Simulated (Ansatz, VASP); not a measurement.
# KI in VASP and in Ansatz

File INCAR:

```
SYSTEM = KI
  PREC = Accurate
  ENCUT = 520
  EDIFF = 1E-6
  ISMEAR = 0
  SIGMA = 0.05
  LREAL = .False.
  LASPH = .True.
  NELM = 60
  ALGO = Normal
  ISIF = 2
  LWAVE = .False.
  LCHARG = .True.
  GGA = PE
  LELF = .True.
  LVHAR = .True.
  NBANDS = 15
```

Contents of KPOINTS:

```
Automatic mesh
0
Gamma
  6 6 6
  0 0 0
```

Contents of POSCAR:

```
KI
1.0
    0.0000000000      3.5396144312      3.5873258652
    3.5396144312      0.0000000000      3.5873258652
    3.5396144312      3.5396144312      0.0000000000
K I
1 1
Direct
   -0.0889241769     -0.0889241769      0.0889241769
    0.5273968612      0.5273968612      0.4726031388
```

Input for Ansatz:

```yaml
crystal:
  lattice:
    - [0.0, 3.5396144312, 3.5873258652]
    - [3.5396144312, 0.0, 3.5873258652]
    - [3.5396144312, 3.5396144312, 0.0]
  atoms:
    - { symbol: K, position: [-0.0889241769, -0.0889241769, 0.0889241769] }
    - { symbol: I, position: [0.5273968612, 0.5273968612, 0.4726031388] }
basis:
  ecutwfc: 420
kpoints:
  mp_grid: { grid: [6, 6, 6] }
hamiltonian:
  xc: pbe
scf:
  occupations: { method: gaussian, width: 0.05 }
output:
  forces: true
  stress: true
  eigenvalues: true
```

Change from the starting cell: mode 6 frozen in at -0.638 Å, equal normal strain along x and y -0.0133.

Alike in both runs: task single point; functional PBE; k mesh 6 × 6 × 6; occupations gaussian, width 0.05 eV; no spin polarisation.

|  | VASP | Ansatz |
| --- | --- | --- |
| version | VASP 6.6.1 | Ansatz 0.2.0 |
| potentials or method | VASP PAW PBE potentials, release 64 (K_sv, I), cutoff 520 eV | scalar-relativistic, plane waves, PAW |
| valence electrons in the cell | 16 | 26 |

|  | VASP | Ansatz | Ansatz less VASP |
| --- | --- | --- | --- |
| gap on the k mesh at the Fermi level (eV) | 3.95 | 3.96 | +0.007 |
| least direct gap on the mesh (eV) | 3.95 | 3.96 | +0.007 |
| pressure (GPa) | 4.0 | 3.9 | -0.06 |
| traceless stress, the component that is largest in VASP (GPa) | 8.09 | 8.01 | -0.082 |
| rms of the force components (eV/Å) | 1.492 | 1.476 | -0.0153 |

Atom by atom the forces differ by 0.015 eV/Å (rms over components). With one functional, cell and mesh, what is left measures potentials, basis and numerics. VASP's potentials hold 16 valence electrons a cell and Ansatz's 26, so a difference there can come from the potentials and not from the codes.

Neither program's run includes spin-orbit coupling.
